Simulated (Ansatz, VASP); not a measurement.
# One calculation of ZnRe, two programs

```xyz
2
Lattice="2.7482 0.0000 0.0000 -1.3741 2.3800 0.0000 0.0000 0.0000 4.4941" Properties=species:S:1:pos:R:3 pbc="T T T"
Zn    0.0000    0.0000    0.0000
Re    0.0000    1.5867    2.2470
```

Alike in both runs: task single point; functional PBEsol; k mesh 16 × 16 × 9; occupations fermi-dirac, width 0.08 eV; collinear spin.

```csv
,VASP,Ansatz
version,VASP 6.6.1,Ansatz 0.2.0
potentials or method,"VASP PAW PBE potentials, release 64 (Zn, Re)","PAW with Ansatz's default frozen-core files, scalar-relativistic"
plane-wave cutoff (eV),520,420
valence electrons in the cell,19,27
```

VASP gave:

```
pressure (GPa)                                                : -9.1
traceless stress, the component that is largest in VASP (GPa) : 0.25
net moment per atom (μB)                                      : 0.00
```

Question: Which values does Ansatz return?

Answer: Pressure (GPa): -9.2; traceless stress, the component that is largest in VASP (GPa): 0.00; net moment per atom (μB): 0.00.

VASP's potentials were made for PBE, not for PBEsol. With one functional, cell and mesh, what is left measures potentials, basis and numerics. VASP's potentials hold 19 valence electrons a cell and Ansatz's 27, so a difference there can come from the potentials and not from the codes. Ansatz's warnings: seeded moment not kept.

Spin-orbit coupling is off throughout.
